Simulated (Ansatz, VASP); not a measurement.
**RbBr in VASP and in Ansatz**

```
CELL_PARAMETERS angstrom
4.12608 0.00000 0.00000
0.00000 4.12608 0.00000
0.00000 0.00000 4.12608
ATOMIC_POSITIONS crystal
Rb 0.00000 0.00000 0.00000
Br 0.50000 0.50000 0.50000
```

Alike in both runs: task single point; functional PBE-based screened hybrid; k mesh 4 × 4 × 4; occupations fermi-dirac, width 0.05 eV; no spin polarisation.

|  | VASP | Ansatz |
| --- | --- | --- |
| version | VASP 6.6.1 | Ansatz 0.2.0 |
| potentials or method | VASP PAW PBE potentials, release 64 (Rb_sv, Br) | Ansatz PAW |
| plane-wave cutoff (eV) | 520 | 420 |
| valence electrons in the cell | 16 | 16 |

```csv
,VASP,Ansatz,Ansatz less VASP
gap on the k mesh at the Fermi level (eV),6.03,6.03,0.000
least direct gap on the mesh (eV),6.20,6.20,0.000
pressure (GPa),0.2,0.2,+0.01
```

VASP's potentials were made for PBE, not for PBE-based screened hybrid.
